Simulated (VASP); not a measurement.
# Be12Si in VASP: further runs

Be12Si is run at these levels: PBE; tasks: single point.

All numbers are computed with VASP 6.6.1; they aren't measurements. Logs are shortened: lines on timing, memory, paths and dates and some standing lists are left out, and cuts for length are marked.

## Step 1: The cell of the first run

The cell holds a slab with vacuum, 13 atoms: a = 4.580 Å, b = 4.580 Å, c = 16.588 Å, α = 90.00°, β = 90.00°, γ = 60.00°.

## Step 2: Single point, PBE

INCAR

```
PREC = Accurate ; ENCUT = 520
EDIFF = 1E-6 ; ISMEAR = 0
SIGMA = 0.15 ; LREAL = F
LASPH = T ; NELM = 80
ALGO = Normal ; ISIF = 2
LWAVE = F ; LCHARG = T
GGA = PE ; LELF = T
LVHAR = T ; NBANDS = 26
```

KPOINTS

```
Automatic mesh
0
Gamma
  6 6 1
```

POSCAR

```
Be12Si
1.0
    4.5800000000      0.0000000000      0.0000000000
    2.2900000000      3.9663960000      0.0000000000
    0.0000000000      0.0000000000     16.5884300000
Be Si
12 1
Direct
    0.0000000000      0.0000000000      0.0602830000
    0.5000000000      0.0000000000      0.0602830000
    0.0000000000      0.5000000000      0.0602830000
    0.5000000000      0.5000000000      0.0602830000
   -0.1667871047      0.3286980272      0.1697489164
    0.3361336757      0.3367055856      0.1704585912
   -0.1660846210      0.8338851918      0.1664195136
    0.3287563897      0.8331518363      0.1695526976
   -0.0048133755     -0.0048348149      0.2891725412
    0.4966235489      0.0064626805      0.2730550063
    0.0058121225      0.4969349383      0.2734262882
    0.5058137892      0.5057389208      0.2825025834
    0.7216076421      0.7264858883      0.3881020041
```

Potentials or basis: VASP PAW PBE potentials, release 64 (Be, Si).

Started as:

```
$ cat potpaw_PBE.64/Be/POTCAR potpaw_PBE.64/Si/POTCAR > POTCAR
$ mpirun -np 1 vasp_std > vasp.out
```

OUTCAR:

```text
PREC = Accurate
   ENCUT = 520
   EDIFF = 1E-6
   ISMEAR = 0
   LREAL = F
   LASPH = T
   NELM = 80
   ISIF = 2
   GGA = PE

 ion  position               nearest neighbor table
   1  0.000  0.000  0.060-   7 2.20   8 2.23   5 2.24   3 2.29   3 2.29   4 2.29   4 2.29   2 2.29
                             2 2.29
   2  0.500  0.000  0.060-   7 2.20   8 2.25   6 2.26   4 2.29   3 2.29   4 2.29   3 2.29   1 2.29
                             1 2.29
   3  0.000  0.500  0.060-   7 2.20   5 2.26   6 2.26   1 2.29   1 2.29   2 2.29   2 2.29   4 2.29
                             4 2.29
   4  0.500  0.500  0.060-   6 2.24   8 2.24   5 2.25   2 2.29   1 2.29   2 2.29   1 2.29   3 2.29
                             3 2.29
   5  0.833  0.329  0.170-  11 2.19   1 2.24   4 2.25   3 2.26   6 2.26   7 2.27   8 2.27  12 2.28
                             8 2.31   7 2.32   6 2.32   9 2.38
   6  0.336  0.337  0.170-  10 2.15  11 2.15   4 2.24   8 2.26   5 2.26   3 2.26   2 2.26   7 2.29
                             7 2.29  12 2.29   5 2.32   8 2.32
   7  0.834  0.834  0.166-   1 2.20   3 2.20   2 2.20  10 2.22  11 2.22   8 2.27   5 2.27   6 2.29
                             6 2.29   8 2.32   5 2.32
   8  0.329  0.833  0.170-  10 2.19   1 2.23   4 2.24   2 2.25   6 2.26   7 2.27   5 2.27  12 2.28
                             5 2.31   7 2.32   6 2.32   9 2.39
   9  0.995  0.995  0.289-  11 2.27  10 2.27  12 2.29  12 2.29  11 2.34  10 2.34   5 2.38   8 2.39
                            13 2.71
  10  0.497  0.006  0.273-   6 2.15   8 2.19   7 2.22  13 2.24  11 2.25   9 2.27  12 2.28  12 2.31
                            11 2.33   9 2.34
  11  0.006  0.497  0.273-   6 2.15   5 2.19   7 2.22  10 2.25  13 2.25   9 2.27  12 2.28  12 2.32
                            10 2.33   9 2.34
  12  0.506  0.506  0.283-  11 2.28   5 2.28  10 2.28   8 2.28   6 2.29   9 2.29   9 2.29  10 2.31
                            11 2.32  13 2.46
  13  0.722  0.726  0.388-  10 2.24  11 2.25  12 2.46   9 2.71

  LATTYP: Found a hexagonal cell.
 ALAT       =     4.5799996975
 C/A-ratio  =     3.6219281868

  Lattice vectors:

 A1 = (  -2.2900000000,  -3.9663960000,   0.0000000000)
 A2 = (   4.5800000000,   0.0000000000,   0.0000000000)
 A3 = (   0.0000000000,   0.0000000000,  16.5884300000)

Analysis of symmetry for initial positions (statically):
=====================================================================
 Subroutine PRICEL returns:
 Original cell was already a primitive cell.

 Routine SETGRP: Setting up the symmetry group for a
 hexagonal supercell.

 Subroutine GETGRP returns: Found  1 space group operations
 (whereof  1 operations were pure point group operations)
 out of a pool of 24 trial point group operations.

The static configuration has the point symmetry C_1 .

Analysis of symmetry for dynamics (positions and initial velocities):
=====================================================================
 Subroutine PRICEL returns:
 Original cell was already a primitive cell.

 Routine SETGRP: Setting up the symmetry group for a
 hexagonal supercell.

 Subroutine GETGRP returns: Found  1 space group operations
 (whereof  1 operations were pure point group operations)
 out of a pool of 24 trial point group operations.

The dynamic configuration has the point symmetry C_1 .

 Subroutine INISYM returns: Found  1 space group operations
 (whereof  1 operations are pure point group operations),
 and found     1 'primitive' translations

----------------------------------------------------------------------------------------

                                     Primitive cell

  volume of cell :     301.3470

  direct lattice vectors                    reciprocal lattice vectors
     4.580000000  0.000000000  0.000000000     0.218340611 -0.126059022  0.000000000
     2.290000000  3.966396000  0.000000000     0.000000000  0.252118044  0.000000000
     0.000000000  0.000000000 16.588430000     0.000000000  0.000000000  0.060282980

  length of vectors
     4.580000000  4.579999697 16.588430000     0.252118027  0.252118044  0.060282980

  position of ions in fractional coordinates (direct lattice)
     0.000000000  0.000000000  0.060283000
     0.500000000  0.000000000  0.060283000
[... 36 lines left out ...]
 Generating k-lattice:

  Cartesian coordinates                     Fractional coordinates (reciprocal lattice)
     0.036390102 -0.021009837  0.000000000     0.166666667  0.000000000  0.000000000
     0.000000000  0.042019674  0.000000000     0.000000000  0.166666667  0.000000000
     0.000000000  0.000000000  0.060282980     0.000000000  0.000000000  1.000000000

  Length of vectors
     0.042019671  0.042019674  0.060282980

  Shift w.r.t. Gamma in fractional coordinates (k-lattice)
     0.000000000  0.000000000  0.000000000

 Subroutine IBZKPT returns following result:
 ===========================================

 Found     20 irreducible k-points:

 Following reciprocal coordinates:
            Coordinates               Weight
  0.000000  0.000000  0.000000      1.000000
  0.166667 -0.000000  0.000000      2.000000
  0.166667  0.166667  0.000000      2.000000
  0.000000  0.166667  0.000000      2.000000
  0.333333  0.000000  0.000000      2.000000
  0.333333  0.333333  0.000000      2.000000
[... 12 lines left out ...]
  0.500000 -0.333333  0.000000      2.000000
 -0.333333  0.333333  0.000000      2.000000
   k-points           NKPTS =     20   k-points in BZ     NKDIM =     20   number of bands    NBANDS=     26
   number of dos      NEDOS =    301   number of ions     NIONS =     13
   total plane-waves  NPLWV = 163296
   dimension x,y,z NGX =    36 NGY =   36 NGZ =  126
   dimension x,y,z NGXF=    72 NGYF=   72 NGZF=  252
   ions per type =              12   1
   NGX,Y,Z   is equivalent  to a cutoff of  13.07, 13.07, 12.63 a.u.
   NGXF,Y,Z  is equivalent  to a cutoff of  26.13, 26.13, 25.25 a.u.
 SYSTEM =  unknown system
   PREC   = accura    normal or accurate (medium, high low for compatibility)
   ISTART =      0    job   : 0-new  1-cont  2-samecut
   ICHARG =      2    charge: 1-file 2-atom 10-const
   ISPIN  =      1    spin polarized calculation?
   LNONCOLLINEAR =      F non collinear calculations
   LSORBIT =      F    spin-orbit coupling
   LASPH  =      T    aspherical Exc in radial PAW
   ENCUT  =  520.0 eV  38.22 Ry    6.18 a.u.   8.52  8.52 30.84*2*pi/ulx,y,z
   NELM   =     80;   NELMIN=  2; NELMDL= -5     # of ELM steps
   EDIFF  = 0.1E-05   stopping-criterion for ELM
   LREAL  =      F    real-space projection
   EDIFFG = 0.1E-04   stopping-criterion for IOM
   NSW    =      0    number of steps for IOM
   IBRION =     -1    ionic relax: 0-MD 1-quasi-New 2-CG
   NFREE  =      0    steps in history (QN), initial steepest desc. (CG)
   ISIF   =      2    stress and relaxation
   ISYM   =      2    0-nonsym 1-usesym 2-fastsym
   POTIM  = 0.5000    time-step for ionic-motion
   TEBEG  =    0.0;   TEEND  =   0.0 temperature during run
   PSTRESS=    0.0 pullay stress
   NELECT =      28.0000    total number of electrons
   NUPDOWN=      -1.0000    fix difference up-down
   EMIN   =  10.00;   EMAX   =-10.00  energy-range for DOS
   EFERMI =   0.00;   METHOD = LEGACY
   ISMEAR =     0;   SIGMA  =   0.15  broadening in eV -4-tet -1-fermi 0-gaus
   EFERMI_NEDOS =   21; number of points for ismear=-14 and -15
   IALGO  =     38    algorithm
   IMIX   =      4    mixing-type and parameters
     AMIX     =   0.40;   BMIX     =  1.00
     AMIX_MAG =   1.60;   BMIX_MAG =  1.00
  volume/ion in A,a.u.               =      23.18       156.43
  Fermi-wavevector in a.u.,A,eV,Ry     =   0.741490  1.401213  7.480582  0.549807
  Thomas-Fermi vector in A             =   1.836143
   LORBIT       =      0    0 simple, 1 ext, 2 COOP (PROOUT), +10 PAW based schemes
   GGA     = PE    functional components
   LHFCALC =     F    Hartree Fock is set to
   AEXX    =    0.0000 exact exchange contribution
   IVDW    =     0    specifies the selected vdW correction
   LEPSILON=     F    determine dielectric tensor
   LRPA    =     F    only Hartree local field effects (RPA)
 non-spin polarized calculation
 Gauss-broadening in eV      SIGMA  =   0.15
  energy-cutoff  :      520.00
  volume of cell :      301.35
 maximum number of plane-waves:      8143
 NGX is ok and might be reduce to    36
   NGX = 17   NGY = 17   NGZ = 61

 number of electron      28.0000000 magnetization

 Free energy of the ion-electron system (eV)
  ---------------------------------------------------
  ext. energy  EPLUGINS =         0.00000000
  ---------------------------------------------------
  free energy    TOTEN  =       -45.90816972 eV

  energy without entropy =      -45.88073443  energy(sigma->0) =      -45.89445208

 E-fermi :  -0.5435     XC(G=0):  -5.3095

 val. band max:       -0.6230701327   @ k =  -0.3333   0.3333   0.0000
 cond. band min:      -0.4646294274   @ k =   0.1667   0.1667   0.0000
 fundamental gap:      0.1584407053
 Fermi energy:        -0.5434875631

 k-point     1 :       0.0000    0.0000    0.0000
  band No.  band energies     occupation
      1     -10.5630      2.00000
      2      -9.1542      2.00000
      3      -7.2193      2.00000
      4      -4.2799      2.00000
      5      -4.2037      2.00000
      6      -4.1900      2.00000
[... 569 lines left out ...]
     25       5.6519      0.00000
     26       6.2732      0.00000

------------------------ aborting loop because EDIFF is reached ----------------------------------------

  FORCE on cell =-STRESS in cart. coord.  units (eV):
  Direction    XX          YY          ZZ          XY          YZ          ZX
  --------------------------------------------------------------------------------------
  -------------------------------------------------------------------------------------
  Total       -9.2128609     -7.8697369      0.0906041     -1.1273055     -0.0062040      0.0040272
  in kB      -48.9821971    -41.8411836      0.4817164     -5.9935670     -0.0329847      0.0214115
  external PRESSURE =     -30.1138881 kB  Pullay stress =       0.0000000 kB

 VOLUME and BASIS-vectors are now :
 -----------------------------------------------------------------------------
  energy-cutoff  :      520.00
  volume of cell :      301.35
      direct lattice vectors                 reciprocal lattice vectors
     4.580000000  0.000000000  0.000000000     0.218340611 -0.126059022  0.000000000
     2.290000000  3.966396000  0.000000000     0.000000000  0.252118044  0.000000000
     0.000000000  0.000000000 16.588430000     0.000000000  0.000000000  0.060282980

 POSITION                                       TOTAL-FORCE (eV/Angst)
 -----------------------------------------------------------------------------------
      0.00000      0.00000      1.00000         0.136456      0.084454      0.093281
      2.29000      0.00000      1.00000        -0.133936      0.263517     -0.108915
      1.14500      1.98320      1.00000         0.156188     -0.249201     -0.100649
      3.43500      1.98320      1.00000        -0.160105     -0.097079      0.081802
      4.56883      1.30375      2.81587        -0.000766      0.003158      0.001312
      2.31055      1.33551      2.82764         0.003431      0.001514     -0.001691
      5.72893      3.30752      2.76064        -0.002588     -0.001915      0.003447
      3.41362      3.30461      2.81261         0.002308     -0.002862      0.007477
      6.83688      3.94722      4.79692         0.001165     -0.000640      0.011073
      2.28934      0.02563      4.52955        -0.002379     -0.009771      0.008888
      1.16460      1.97104      4.53571        -0.005330      0.005229      0.006883
      3.47477      2.00596      4.68627         0.004481      0.004138      0.001943
      4.96862      2.88153      6.43800         0.001076     -0.000542     -0.004850
 -----------------------------------------------------------------------------------
    total drift:                               -0.000000     -0.000002     -0.000058

  FREE ENERGIE OF THE ION-ELECTRON SYSTEM (eV)
  ---------------------------------------------------
  free  energy   TOTEN  =       -45.9081697190 eV

  energy  without entropy=      -45.8807344330  energy(sigma->0) =      -45.89445208
```

Run time: 5.5 min. Hardware: 1 thread of Intel Xeon Platinum 8488C (Sapphire Rapids), shared host; peak memory 0.46 GiB.

What came out:

```yaml
Free_energy: -45.9082 eV
Largest_force: 0.315 eV/Å
Band_gap_on_the_k_mesh: zero (band 14 reaches -0.62 eV, above the bottom of band 15 at -0.66 eV)
```

Forces in eV/Å, atoms in the order of the input:
```
Be   0.136  0.084  0.093
Be  -0.134  0.264 -0.109
Be   0.156 -0.249 -0.101
Be  -0.160 -0.097  0.082
Be  -0.001  0.003  0.001
Be   0.003  0.002 -0.002
Be  -0.003 -0.002  0.003
Be   0.002 -0.003  0.007
Be   0.001 -0.001  0.011
Be  -0.002 -0.010  0.009
Be  -0.005  0.005  0.007
Be   0.004  0.004  0.002
Si   0.001 -0.001 -0.005
```

## Step 3: Single point, PBE

INCAR

```
PREC     = Accurate       # precision mode
ENCUT    = 520            # plane-wave cutoff, eV
EDIFF    = 1E-7           # SCF threshold, eV
ISMEAR   = 0              # smearing method
SIGMA    = 0.15           # smearing width, eV
LREAL    = False          # projectors in reciprocal space
LASPH    = True           # aspherical terms in the spheres
NELM     = 100            # most SCF steps
ALGO     = Normal         # electronic algorithm
ISIF     = 2              # what is computed and relaxed
LWAVE    = False          # write WAVECAR
LCHARG   = False          # write CHGCAR
GGA      = PE             # functional
NBANDS   = 26             # bands
```

KPOINTS

```
regular mesh
0
Gamma
  6 6 1
```

POSCAR

```
Be12Si
1.0
    4.5800000000      0.0000000000      0.0000000000
    2.2900000000      3.9663960000      0.0000000000
    0.0000000000      0.0000000000     16.5884300000
Be Si
12 1
Direct
    0.0000000000      0.0000000000      0.0602829804
    0.5000000000      0.0000000000      0.0602829804
    0.0000000000      0.5000000000      0.0602829804
    0.5000000000      0.5000000000      0.0602829804
   -0.1667870628      0.3286981431      0.1697489154
    0.3361336307      0.3367056643      0.1704585666
   -0.1660845313      0.8338852197      0.1664194864
    0.3287564102      0.8331518083      0.1695526943
   -0.0048133522     -0.0048348677      0.2891725136
    0.4966234065      0.0064627939      0.2730550149
    0.0058121939      0.4969350009      0.2734262977
    0.5058137063      0.5057389630      0.2825025635
    0.7216076758      0.7264859585      0.3881020084
```

Potentials or basis: VASP PAW PBE potentials, release 64 (Be, Si).

Started as:

```
$ cat potpaw_PBE.64/Be/POTCAR potpaw_PBE.64/Si/POTCAR > POTCAR
$ mpirun -np 1 vasp_std > vasp.out
```

OUTCAR:

```text
PREC = Accurate
   ENCUT = 520
   EDIFF = 1E-7
   ISMEAR = 0
   LREAL = False
   LASPH = True
   NELM = 100
   ISIF = 2
   GGA = PE

 ion  position               nearest neighbor table
   1  0.000  0.000  0.060-   7 2.20   8 2.23   5 2.24   3 2.29   3 2.29   4 2.29   4 2.29   2 2.29
                             2 2.29
   2  0.500  0.000  0.060-   7 2.20   8 2.25   6 2.26   4 2.29   3 2.29   4 2.29   3 2.29   1 2.29
                             1 2.29
   3  0.000  0.500  0.060-   7 2.20   5 2.26   6 2.26   1 2.29   1 2.29   2 2.29   2 2.29   4 2.29
                             4 2.29
   4  0.500  0.500  0.060-   6 2.24   8 2.24   5 2.25   2 2.29   1 2.29   2 2.29   1 2.29   3 2.29
                             3 2.29
   5  0.833  0.329  0.170-  11 2.19   1 2.24   4 2.25   3 2.26   6 2.26   7 2.27   8 2.27  12 2.28
                             8 2.31   7 2.32   6 2.32   9 2.38
   6  0.336  0.337  0.170-  10 2.15  11 2.15   4 2.24   8 2.26   5 2.26   3 2.26   2 2.26   7 2.29
                             7 2.29  12 2.29   5 2.32   8 2.32
[... 804 lines left out ...]

  FORCE on cell =-STRESS in cart. coord.  units (eV):
  Direction    XX          YY          ZZ          XY          YZ          ZX
  --------------------------------------------------------------------------------------
  -------------------------------------------------------------------------------------
  Total       -9.2128288     -7.8697298      0.0907167     -1.1272815     -0.0062099      0.0040208
  in kB      -48.9820266    -41.8411460      0.4823151     -5.9934396     -0.0330163      0.0213773
  external PRESSURE =     -30.1136191 kB  Pullay stress =       0.0000000 kB

 VOLUME and BASIS-vectors are now :
 -----------------------------------------------------------------------------
  energy-cutoff  :      520.00
  volume of cell :      301.35
      direct lattice vectors                 reciprocal lattice vectors
     4.580000000  0.000000000  0.000000000     0.218340611 -0.126059022  0.000000000
     2.290000000  3.966396000  0.000000000     0.000000000  0.252118044  0.000000000
     0.000000000  0.000000000 16.588430000     0.000000000  0.000000000  0.060282980

 POSITION                                       TOTAL-FORCE (eV/Angst)
 -----------------------------------------------------------------------------------
      0.00000      0.00000      1.00000         0.136456      0.084454      0.093282
      2.29000      0.00000      1.00000        -0.133935      0.263517     -0.108918
      1.14500      1.98320      1.00000         0.156189     -0.249200     -0.100654
      3.43500      1.98320      1.00000        -0.160106     -0.097079      0.081800
      4.56883      1.30375      2.81587        -0.000768      0.003156      0.001303
      2.31055      1.33551      2.82764         0.003432      0.001512     -0.001686
      5.72893      3.30752      2.76064        -0.002592     -0.001914      0.003449
      3.41362      3.30461      2.81261         0.002310     -0.002859      0.007469
      6.83688      3.94722      4.79692         0.001167     -0.000635      0.011078
      2.28933      0.02563      4.52955        -0.002376     -0.009772      0.008879
      1.16460      1.97104      4.53571        -0.005332      0.005227      0.006875
      3.47477      2.00596      4.68627         0.004482      0.004136      0.001943
      4.96862      2.88153      6.43800         0.001072     -0.000545     -0.004821
 -----------------------------------------------------------------------------------
    total drift:                                0.000000     -0.000002     -0.000040

  FREE ENERGIE OF THE ION-ELECTRON SYSTEM (eV)
  ---------------------------------------------------
  free  energy   TOTEN  =       -45.9081698734 eV

  energy  without entropy=      -45.8807351239  energy(sigma->0) =      -45.89445250
```

Run time: 5.7 min. Hardware: 1 thread of Intel Xeon Platinum 8488C (Sapphire Rapids), shared host; peak memory 0.45 GiB.

Results:

- Free energy: -45.9082 eV
- Largest force: 0.315 eV/Å
- Band gap on the k mesh: zero (band 14 reaches -0.62 eV, above the bottom of band 15 at -0.66 eV)

Forces on the atoms (eV/Å):
```
Be   0.136  0.084  0.093
Be  -0.134  0.264 -0.109
Be   0.156 -0.249 -0.101
Be  -0.160 -0.097  0.082
Be  -0.001  0.003  0.001
Be   0.003  0.002 -0.002
Be  -0.003 -0.002  0.003
Be   0.002 -0.003  0.007
Be   0.001 -0.001  0.011
Be  -0.002 -0.010  0.009
Be  -0.005  0.005  0.007
Be   0.004  0.004  0.002
Si   0.001 -0.001 -0.005
```
